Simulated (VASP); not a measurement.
Here is a VASP 6.6.1 calculation.

File INCAR:

```
SYSTEM = SiO2
PREC     = Accurate       ! precision mode
ENCUT    = 600            ! plane-wave cutoff, eV
EDIFF    = 1E-7           ! SCF threshold, eV
ISMEAR   = -1             ! smearing method
SIGMA    = 0.02           ! smearing width, eV
LREAL    = .FALSE.        ! projectors in reciprocal space
LASPH    = .TRUE.         ! aspherical terms in the spheres
NELM     = 100            ! most SCF steps
ALGO     = Normal         ! electronic algorithm
ISIF     = 3              ! what is computed and relaxed
LWAVE    = .FALSE.        ! write WAVECAR
LCHARG   = .FALSE.        ! write CHGCAR
GGA      = PS             ! functional
IBRION   = 2              ! ionic algorithm
NSW      = 80             ! ionic steps
EDIFFG   = -0.005         ! ionic threshold
```

The input KPOINTS:

```
regular mesh
0
G
  8 8 4
  0 0 0
```

Contents of POSCAR:

```
SiO2
1.0
    2.8364651460      0.0000000000      0.0000000000
    0.0000000000      2.8364651460      0.0000000000
    0.0000000000      0.0000000000      9.6148461023
Si O
2 4
Direct
    0.0000000000      0.0000000000      0.0000000000
    0.5000000000      0.5000000000      0.5000000000
    0.0000000000      0.5000000000      0.4108616775
    0.0000000000      0.5000000000      0.9108616775
    0.5000000000      0.0000000000      0.5891383225
    0.5000000000      0.0000000000      0.0891383225
```

Potentials or basis: VASP PAW PBE potentials, release 64 (Si, O).

Command:

```bash
$ cat potpaw_PBE.64/Si/POTCAR potpaw_PBE.64/O/POTCAR > POTCAR
$ mpirun -np 1 vasp_std > vasp.out
```

**Question.** Predict the space group after relaxing (to 0.05 Å).

**Answer.** P4_2/nmc (No. 137).

**Question.** Predict the relaxed volume.

**Answer.** 11.19 Å³/atom.

**Question.** Predict the relaxed cell.

**Answer.** a = 2.827 Å, b = 2.827 Å, c = 8.399 Å, α = 90.00°, β = 90.00°, γ = 90.00°.

Final structure:
```yaml
crystal:
  lattice:
    - [2.82720, 0.00000, 0.00000]
    - [0.00000, 2.82720, 0.00000]
    - [0.00000, 0.00000, 8.39937]
  atoms:
    - { symbol: Si, position: [0.00000, 0.00000, 0.00000] }
    - { symbol: Si, position: [0.50000, 0.50000, 0.50000] }
    - { symbol: O, position: [0.00000, 0.50000, 0.39857] }
    - { symbol: O, position: [0.00000, 0.50000, 0.89857] }
    - { symbol: O, position: [0.50000, 0.00000, 0.60143] }
    - { symbol: O, position: [0.50000, 0.00000, 0.10143] }
```

Caveat: the PAW data sets were made with another functional, which shifts forces and pressure a little.
